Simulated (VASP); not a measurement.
Rh, 1 atom in the cell. The structure is cubic, space group Fm-3m (No. 225). Conventional cell: a = 3.796 Å, b = 3.796 Å, c = 3.796 Å, α = 90.00°, β = 90.00°, γ = 90.00°. Rh (site symmetry m-3m) has 12 Rh at 2.68 Å within 3.5 Å. 

```yaml
Program: VASP 6.6.1
Task: relaxation of cell and atoms
Functional: r2SCAN
Dispersion: D4
Potentials_or_basis: VASP PAW PBE potentials, release 64 (Rh_pv)
Cutoff: 600 eV
k_mesh: 12 × 12 × 12
Occupations: fermi-dirac, width 0.05 eV
Spin: no spin polarisation
Dipole_correction: no
Further_INCAR_settings: ALGO = Normal; EDIFF = 1e-06; IBRION = 2; EDIFFG = -0.01; NSW = 60; ISIF = 3
```

Potentials or basis: VASP PAW PBE potentials, release 64 (Rh_pv).

Run with:

```sh
$ cat potpaw_PBE.64/Rh_pv/POTCAR > POTCAR
$ cp INCAR.step1 INCAR
$ mpirun -np 1 vasp_std > vasp.out
$ cp INCAR.step2 INCAR
$ mpirun -np 1 vasp_std > vasp.out
```

Hardware: 1 thread of AMD EPYC 7R43 64-Core Processor (Zen 3), on a shared host.

Question: How long does it take, and how much memory?

Answer: Run time: 6 min on 1 thread of AMD EPYC 7R43 64-Core Processor (Zen 3), with other jobs on the host, peak memory 0.12 GiB. Counts: k points 72, ion steps 6.
